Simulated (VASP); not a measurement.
Input of a VASP 6.6.1 run:

INCAR

```
PREC = Accurate
ENCUT = 520
EDIFF = 1E-7
ISMEAR = 0
SIGMA = 0.05
LREAL = False
LASPH = True
NELM = 60
ALGO = Normal
ISIF = 2
LWAVE = False
LCHARG = True
GGA = PE
IVDW = 12
LELF = True
LVHAR = True
NBANDS = 16
```

KPOINTS

```
regular mesh
0
Gamma
  10 10 10
```

POSCAR

```
HgTe
1.0
    0.0000000000      3.0377140063      3.0377140063
    3.0377140063      0.0000000000      3.0377140063
    3.0377140063      3.0377140063      0.0000000000
Hg Te
1 1
Direct
    0.0000000000      0.0000000000      0.0000000000
    0.2500000000      0.2500000000      0.2500000000
```

Potentials or basis: VASP PAW PBE potentials, release 64 (Hg, Te).

Run with:

```sh
$ cat potpaw_PBE.64/Hg/POTCAR potpaw_PBE.64/Te/POTCAR > POTCAR
$ mpirun -np 1 vasp_std > vasp.out
```

(1) What does it give for the band gap on the k mesh?

(2) What does it give for the dispersion energy per atom?

## Answers

(1) zero (filled and empty bands touch).

(2) -0.445 eV.

Caveat: spin-orbit coupling is left out, which moves the levels of the heavy elements.
